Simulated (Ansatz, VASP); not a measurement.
One calculation of SiS2, two programs

```xyz
6
Lattice="-2.8966 4.9533 2.7730 2.8966 -4.9533 2.7730 2.8966 4.9533 -2.7730" Properties=species:S:1:pos:R:3 pbc="T T T"
Si    0.0000    0.0000    4.1595
Si    0.0000    0.0000    1.3865
S     1.1580    1.1363    0.0000
S     1.7385    3.8170    2.7730
S     1.7385    6.0895    0.0000
S     1.1580   -1.1363    2.7730
```

Alike in both runs: task single point; functional r2SCAN; k mesh 8 × 8 × 8; occupations fermi-dirac, width 0.02 eV; no spin polarisation.

|  | VASP | Ansatz |
| --- | --- | --- |
| version | VASP 6.6.1 | Ansatz 0.2.0 |
| potentials or method | VASP PAW PBE potentials, release 64 (Si, S), cutoff 550 eV | PAW plane waves |
| valence electrons in the cell | 32 | 32 |

```tsv
	VASP	Ansatz	Ansatz less VASP
gap on the k mesh at the Fermi level (eV)	3.32	3.31	-0.013
pressure (GPa)	-0.2	0.0	+0.21
rms of the force components (eV/Å)	0.025	0.000	-0.0244
```

VASP's potentials were made for PBE, not for r2SCAN. Atom by atom the forces differ by 0.025 eV/Å (rms over components). With one functional, cell and mesh, what is left measures potentials, basis and numerics.
